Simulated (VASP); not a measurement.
Set up this calculation in VASP 6.6.1, as the native input.

```
Task                   : electric field gradients
Functional             : PBEsol
Potentials or basis    : VASP PAW PBE potentials, release 64 (Sb)
Cutoff                 : 520 eV
k mesh                 : 12 × 12 × 12
Occupations            : fermi-dirac, width 0.05 eV
Spin                   : no spin polarisation
Dipole correction      : no
Further INCAR settings : ALGO = Normal; EDIFF = 1e-08; NBANDS = 8
```

The structure of Sb lies in POSCAR:

```
Sb
1.0
    0.0691500000      2.3395750000      2.3395750000
    2.3395750000      0.0691500000      2.3395750000
    2.3395750000      2.3395750000      0.0691500000
Sb
1
Direct
    0.0000000000      0.0000000000      0.0000000000
```

This cell differs from its parent crystal: equal xy, yz and zx shear strains of +3 %.

The input as run:

INCAR

```
PREC     = Accurate       # precision mode
ENCUT    = 520            # plane-wave cutoff, eV
EDIFF    = 1E-8           # SCF threshold, eV
ISMEAR   = -1             # smearing method
SIGMA    = 0.05           # smearing width, eV
LREAL    = F              # projectors in reciprocal space
LASPH    = T              # aspherical terms in the spheres
NELM     = 80             # most SCF steps
ALGO     = Normal         # electronic algorithm
ISIF     = 2              # what is computed and relaxed
LWAVE    = F              # write WAVECAR
LCHARG   = F              # write CHGCAR
GGA      = PS             # functional
LEFG     = T            
NBANDS   = 8              # bands
```

KPOINTS

```
regular mesh
0
Gamma
  12 12 12
```

Potentials or basis: VASP PAW PBE potentials, release 64 (Sb).

The run is started by

```sh
$ cat potpaw_PBE.64/Sb/POTCAR > POTCAR
$ mpirun -np 1 vasp_std > vasp.out
```

It gave:

```
Pressure : 5.7 GPa
```

Caveat: the cell differs from its parent crystal (equal xy, yz and zx shear strains of +3 %); without QUAD_EFG the Cq values of the log hold for a quadrupole moment of 1 mb, not for the nuclei; the PAW data sets were made with another functional, which shifts forces and pressure a little.

It used 35 s of CPU time on 1 thread of AMD EPYC 7R13 Processor (Zen 3), with other jobs on the host.
